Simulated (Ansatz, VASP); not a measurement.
## Two plane-wave programs on NaH

The input INCAR:

```
SYSTEM = NaH
PREC = Accurate
ENCUT = 520
EDIFF = 1E-7
ISMEAR = 0
SIGMA = 0.01
LREAL = .FALSE.
LASPH = .TRUE.
NELM = 100
ALGO = Normal
ISIF = 2
LWAVE = .FALSE.
LCHARG = .FALSE.
GGA = CA
NBANDS = 16
```

Contents of KPOINTS:

```
Automatic mesh
0
G
  12 12 4
  0 0 0
```

File POSCAR:

```
NaH
1.0
    3.3191587698      0.0000000000      0.0000000000
   -1.6595793849      2.8744758138      0.0000000000
    0.0000000000      0.0000000000      5.8309537900
Na H
2 2
Direct
    0.0000000000      0.0000000000      0.0000000000
    0.0000000000      0.0000000000      0.5000000000
    0.3333333333      0.6666666667      0.2500000000
    0.6666666667      0.3333333333      0.7500000000
```

Input for Ansatz:

```yaml
crystal:
  lattice:
    - [3.3191587698, 0.0, 0.0]
    - [-1.6595793849, 2.8744758138, 0.0]
    - [0.0, 0.0, 5.83095379]
  atoms:
    - { symbol: Na, position: [0.0, 0.0, 0.0] }
    - { symbol: Na, position: [0.0, 0.0, 0.5] }
    - { symbol: H, position: [0.3333333333, 0.6666666667, 0.25] }
    - { symbol: H, position: [0.6666666667, 0.3333333333, 0.75] }
kpoints:
  mp_grid: { grid: [12, 12, 4] }
  band_path:
    path:
      - [0.0, 0.0, 0.0]
      - [0.5, 0.0, 0.0]
      - [0.3333333333, 0.3333333333, 0.0]
      - [0.0, 0.0, 0.5]
      - [0.5, 0.0, 0.5]
      - [0.3333333333, 0.3333333333, 0.5]
      - [0.2666666667, 0.2666666667, 0.0]
      - [0.0, -0.5, 0.25]
    npoints: 1
hamiltonian:
  xc: lda
scf:
  occupations: { method: fixed }
  n_extra_bands: 5
output:
  forces: true
  stress: true
  eigenvalues: true
```

Alike in both runs: task single point; functional LDA; k mesh 12 × 12 × 4; no spin polarisation.

```csv
,VASP,Ansatz
version,VASP 6.6.1,Ansatz 0.2.0
potentials or method,"VASP PAW LDA potentials, release 64 (Na_pv, H)","plane waves, PAW"
plane-wave cutoff (eV),520,420
occupations,"gaussian, width 0.01 eV",fixed
valence electrons in the cell,16,20
```

```tsv
	VASP	Ansatz	Ansatz less VASP
gap on the k mesh at the Fermi level (eV)	3.04	3.04	+0.001
pressure (GPa)	-1.6	-1.5	+0.05
traceless stress, the component that is largest in VASP (GPa)	0.07	0.07	-0.005
```

LDA's correlation is that of Perdew and Zunger in VASP and of Perdew and Wang (1992) in Ansatz. VASP's potentials hold 16 valence electrons a cell and Ansatz's 20, so a difference there can come from the potentials and not from the codes.
